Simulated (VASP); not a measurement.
# YTl (R-3m) in VASP: a series of runs, part 3 of 3

VASP 6.6.1. The steps go on from the part before.

## (5) Electric field gradients, LDA (equal xy, yz and zx shear strains of +2 %)

File INCAR:

```
SYSTEM = YTl
PREC = Accurate
ENCUT = 520
EDIFF = 1E-8
ISMEAR = -1
SIGMA = 0.08
LREAL = .FALSE.
LASPH = .TRUE.
NELM = 100
ALGO = Normal
ISIF = 2
LWAVE = .FALSE.
LCHARG = .FALSE.
GGA = CA
LEFG = .TRUE.
NBANDS = 19
```

File KPOINTS:

```
Automatic mesh
0
G
  11 11 11
  0 0 0
```

File POSCAR:

```
YTl
1.0
    3.7510000000      0.0375100000      0.0375100000
    0.0375100000      3.7510000000      0.0375100000
    0.0375100000      0.0375100000      3.7510000000
Y Tl
1 1
Direct
    0.5000000000      0.5000000000      0.5000000000
    0.0000000000      0.0000000000      0.0000000000
```

Potentials or basis: VASP PAW LDA potentials, release 64 (Y_sv, Tl_d).

On the command line:

```console
$ cat potpaw_LDA.64/Y_sv/POTCAR potpaw_LDA.64/Tl_d/POTCAR > POTCAR
$ mpirun -np 1 vasp_std > vasp.out
```

OUTCAR:

```text
SYSTEM = YTl
   PREC = Accurate
   ENCUT = 520
   EDIFF = 1E-8
   ISMEAR = -1
   LREAL = .FALSE.
   LASPH = .TRUE.
   NELM = 100
   ISIF = 2
   GGA = CA

 ion  position               nearest neighbor table
   1  0.500  0.500  0.500-   2 3.23   2 3.23   2 3.23   2 3.23   2 3.23   2 3.23   2 3.31   2 3.31

   2  0.000  0.000  0.000-   1 3.23   1 3.23   1 3.23   1 3.23   1 3.23   1 3.23   1 3.31   1 3.31

  LATTYP: Found a trigonal (rhomboedric) cell.
 ALAT       =     3.7513750812
 COS(alpha) =     0.0200959808

  Lattice vectors:

 A1 = (   3.7510000000,   0.0375100000,   0.0375100000)
 A2 = (   0.0375100000,   3.7510000000,   0.0375100000)
 A3 = (   0.0375100000,   0.0375100000,   3.7510000000)

Analysis of symmetry for initial positions (statically):
=====================================================================
 Subroutine PRICEL returns:
 Original cell was already a primitive cell.

 Routine SETGRP: Setting up the symmetry group for a
 trigonal (rhombohedral) supercell.

 Subroutine GETGRP returns: Found 12 space group operations
 (whereof 12 operations were pure point group operations)
 out of a pool of 12 trial point group operations.

The static configuration has the point symmetry D_3d.

Analysis of symmetry for dynamics (positions and initial velocities):
=====================================================================
 Subroutine PRICEL returns:
 Original cell was already a primitive cell.

 Routine SETGRP: Setting up the symmetry group for a
 trigonal (rhombohedral) supercell.

 Subroutine GETGRP returns: Found 12 space group operations
 (whereof 12 operations were pure point group operations)
 out of a pool of 12 trial point group operations.

The dynamic configuration has the point symmetry D_3d.

 Subroutine INISYM returns: Found 12 space group operations
 (whereof 12 operations are pure point group operations),
 and found     1 'primitive' translations

----------------------------------------------------------------------------------------

                                     Primitive cell

  volume of cell :      52.7608

  direct lattice vectors                    reciprocal lattice vectors
     3.751000000  0.037510000  0.037510000     0.266648376 -0.002640083 -0.002640083
     0.037510000  3.751000000  0.037510000    -0.002640083  0.266648376 -0.002640083
     0.037510000  0.037510000  3.751000000    -0.002640083 -0.002640083  0.266648376

  length of vectors
     3.751375081  3.751375081  3.751375081     0.266674514  0.266674514  0.266674514

  position of ions in fractional coordinates (direct lattice)
     0.500000000  0.500000000  0.500000000
     0.000000000  0.000000000  0.000000000

  ion indices of the primitive-cell ions
   primitive index   ion index
                 1           1
                 2           2
[... 67 lines left out ...]
   LNONCOLLINEAR =      F non collinear calculations
   LSORBIT =      F    spin-orbit coupling
   LASPH  =      T    aspherical Exc in radial PAW
   ENCUT  =  520.0 eV  38.22 Ry    6.18 a.u.   6.98  6.98  6.98*2*pi/ulx,y,z
   NELM   =    100;   NELMIN=  2; NELMDL= -5     # of ELM steps
   EDIFF  = 0.1E-07   stopping-criterion for ELM
   LREAL  =      F    real-space projection
   EDIFFG = 0.1E-06   stopping-criterion for IOM
   NSW    =      0    number of steps for IOM
   IBRION =     -1    ionic relax: 0-MD 1-quasi-New 2-CG
   NFREE  =      0    steps in history (QN), initial steepest desc. (CG)
   ISIF   =      2    stress and relaxation
   ISYM   =      2    0-nonsym 1-usesym 2-fastsym
   POTIM  = 0.5000    time-step for ionic-motion
   TEBEG  =    0.0;   TEEND  =   0.0 temperature during run
   PSTRESS=    0.0 pullay stress
   NELECT =      24.0000    total number of electrons
   NUPDOWN=      -1.0000    fix difference up-down
   EMIN   =  10.00;   EMAX   =-10.00  energy-range for DOS
   EFERMI =   0.00;   METHOD = LEGACY
   ISMEAR =    -1;   SIGMA  =   0.08  broadening in eV -4-tet -1-fermi 0-gaus
   EFERMI_NEDOS =   21; number of points for ismear=-14 and -15
   IALGO  =     38    algorithm
   IMIX   =      4    mixing-type and parameters
     AMIX     =   0.40;   BMIX     =  1.00
     AMIX_MAG =   1.60;   BMIX_MAG =  1.00
  volume/ion in A,a.u.               =      26.38       178.02
  Fermi-wavevector in a.u.,A,eV,Ry     =   1.259045  2.379250 21.567885  1.585195
  Thomas-Fermi vector in A             =   2.392625
   LORBIT       =      0    0 simple, 1 ext, 2 COOP (PROOUT), +10 PAW based schemes
   GGA     = CA    functional components
   LHFCALC =     F    Hartree Fock is set to
   AEXX    =    0.0000 exact exchange contribution
   IVDW    =     0    specifies the selected vdW correction
   LEPSILON=     F    determine dielectric tensor
   LRPA    =     F    only Hartree local field effects (RPA)
 non-spin polarized calculation
  energy-cutoff  :      520.00
  volume of cell :       52.76
 maximum number of plane-waves:      1445
   NGX = 13   NGY = 13   NGZ = 13

 number of electron      24.0000009 magnetization

 Free energy of the ion-electron system (eV)
  ---------------------------------------------------
  ext. energy  EPLUGINS =         0.00000000
  ---------------------------------------------------
  free energy    TOTEN  =       -10.88626922 eV

  energy without entropy =      -10.85738053  energy(sigma->0) =      -10.87182487

 E-fermi :   5.9177     XC(G=0): -10.7390

 val. band max:        5.9144936126   @ k =  -0.4545   0.0909   0.0909
 cond. band min:       5.9265425994   @ k =  -0.4545   0.0909   0.0000
 fundamental gap:      0.0120489868
 Fermi energy:         5.9176625735

 k-point     1 :       0.0000    0.0000    0.0000
  band No.  band energies     occupation
      1     -36.8921      2.00000
      2     -16.9374      2.00000
      3     -16.9374      2.00000
      4     -16.9232      2.00000
      5      -5.8065      2.00000
      6      -5.8065      2.00000
[... 505 lines left out ...]
      6      -5.6735      2.00000
[... 11 lines left out ...]
     18      12.0510      0.00000
     19      14.7542      0.00000

 [... further k-points ...]
[... 5 lines left out ...]
  --------------------------------------------------------------------------------------
  -------------------------------------------------------------------------------------
  Total       -0.9342829     -0.9342829     -0.9342829     -0.1859817     -0.1859817     -0.1859817
  in kB      -28.3711693    -28.3711693    -28.3711693     -5.6476675     -5.6476675     -5.6476675
  external PRESSURE =     -28.3711693 kB  Pullay stress =       0.0000000 kB

 VOLUME and BASIS-vectors are now :
 -----------------------------------------------------------------------------
  energy-cutoff  :      520.00
  volume of cell :       52.76
      direct lattice vectors                 reciprocal lattice vectors
     3.751000000  0.037510000  0.037510000     0.266648376 -0.002640083 -0.002640083
     0.037510000  3.751000000  0.037510000    -0.002640083  0.266648376 -0.002640083
     0.037510000  0.037510000  3.751000000    -0.002640083 -0.002640083  0.266648376

 POSITION                                       TOTAL-FORCE (eV/Angst)
 -----------------------------------------------------------------------------------
      1.91301      1.91301      1.91301        -0.000000     -0.000000      0.000000
      0.00000      0.00000      0.00000         0.000000      0.000000      0.000000
 -----------------------------------------------------------------------------------
    total drift:                                0.000000      0.000000      0.000000

  FREE ENERGIE OF THE ION-ELECTRON SYSTEM (eV)
  ---------------------------------------------------
  free  energy   TOTEN  =       -10.8862692185 eV

  energy  without entropy=      -10.8573805306  energy(sigma->0) =      -10.87182487

 Electric field gradients (V/A^2)
---------------------------------------------------------------------
 ion       V_xx      V_yy      V_zz      V_xy      V_xz      V_yz
---------------------------------------------------------------------
   1      -0.000     0.000     0.000     4.020     4.020     4.020
   2      -0.000    -0.000     0.000    19.332    19.332    19.332
---------------------------------------------------------------------

 Electric field gradients after diagonalization (V/A^2)
 (convention: |V_zz| > |V_xx| > |V_yy|)
----------------------------------------------------------------------
 ion       V_xx      V_yy      V_zz     asymmetry (V_yy - V_xx)/ V_zz
----------------------------------------------------------------------
   1      -4.020    -4.020     8.039       0.000
   2     -19.332   -19.332    38.664       0.000
----------------------------------------------------------------------

           NMR quadrupolar parameters

 Cq : quadrupolar parameter    Cq=e*Q*V_zz/h
 eta: asymmetry parameters     (V_yy - V_xx)/ V_zz
 Q  : nuclear electric quadrupole moment in mb (millibarn)
----------------------------------------------------------------------
 ion       Cq(MHz)       eta       Q (mb)
----------------------------------------------------------------------
   1       0.019       0.000       1.000
   2       0.093       0.000       1.000
----------------------------------------------------------------------
```

stdout:

```text
POSCAR found type information on POSCAR Y Tl
 POSCAR found :  2 types and       2 ions
 scaLAPACK will be used
 LDA part: xc-table for (Slater(with rela. corr.)+CA(PZ))
 , standard interpolation
 POSCAR, INCAR and KPOINTS ok, starting setup
 FFT: planning ... GRIDC
 FFT: planning ... GRID_SOFT
 FFT: planning ... GRID
 WAVECAR not read
 entering main loop
ion   1

ion   2
```

Wall time 86 s (1 thread of Intel Xeon Platinum 8259CL at 2.50GHz (Skylake/Cascade Lake), shared host); peak memory 0.28 GiB.

What came out:

* Free energy: -10.8863 eV
* Pressure: -2.8 GPa
* Band gap on the k mesh: zero (band 12 reaches 6.08 eV, above the bottom of band 13 at 3.77 eV)

Levels at points of the mesh, in eV from the Fermi level:
```
           k point  band 9  band 10  band 11  band 12  band 13  band 14  band 15  band 16
(0.00, 0.00, 0.00)  -11.46    -9.06    -0.13    -0.13     3.07     3.07     3.11     3.46
```

Electric field gradients, principal values (V/Å²):
```tsv
atom	least	middle	greatest (by size)
1 Y	-4.020	-4.020	8.039
2 Tl	-19.332	-19.332	38.664
```

Caveat: the cell differs from its parent crystal (equal xy, yz and zx shear strains of +2 %); without QUAD_EFG the Cq values of the log hold for a quadrupole moment of 1 mb, not for the nuclei; spin-orbit coupling is left out, which moves the levels of the heavy elements.

## (6) The runs side by side

| cell | gap on the mesh (eV) | pressure (GPa) |
| --- | --- | --- |
| a = 3.751 Å, angles 90.6°, 2 atoms | none | -2.9 |
| a = 3.751 Å, angles 89.4°, 2 atoms | none | -2.9 |
| a = 3.751 Å, angles 88.8°, 2 atoms | none | -2.8 |

Alike in all rows: task electric field gradients; level LDA; potentials or basis VASP PAW LDA potentials, release 64 (Y_sv, Tl_d); no spin polarisation; k mesh 11 × 11 × 11; cutoff (eV) 520; smearing fermi-dirac 0.08 eV.

Caveats: spin-orbit coupling is left out, which moves the levels of the heavy elements.

Absolute energies hang on the potentials; compare differences alone.
